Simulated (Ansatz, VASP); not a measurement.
# Two plane-wave programs on In3AgI4

```
In Ag I
1.0
     6.82490    0.00000    0.00000
     0.00000    6.82490    0.00000
     0.00000    0.00000    6.82490
In Ag I
3 1 4
Direct
  0.50000 0.00000 0.00000
  0.00000 0.50000 0.00000
  0.00000 0.00000 0.50000
  0.50000 0.50000 0.50000
  0.00000 0.50000 0.50000
  0.50000 0.00000 0.50000
  0.50000 0.50000 0.00000
  0.00000 0.00000 0.00000
```

Alike in both runs: functional PBE; k mesh 4 × 4 × 4; occupations gaussian, width 0.1 eV; no spin polarisation.

Ansatz relaxed the structure, and its values are those at the end. VASP's run is a single point on that final structure, the one shown.

|  | VASP | Ansatz |
| --- | --- | --- |
| version | VASP 6.6.1 | Ansatz 0.2.0 |
| potentials or method | VASP PAW PBE potentials, release 64 (In_d, Ag, I), cutoff 520 eV | scalar-relativistic, plane waves, PAW |
| valence electrons in the cell | 78 | 126 |

```tsv
	VASP	Ansatz	Ansatz less VASP
gap on the k mesh at the Fermi level (eV)	none	none	-
pressure (GPa)	0.1	0.1	+0.01
```

A gap of «none» marks a metal or a gap that the smearing closes. VASP's potentials hold 78 valence electrons a cell and Ansatz's 126, so a difference there can come from the potentials and not from the codes.

Neither program's run includes spin-orbit coupling.
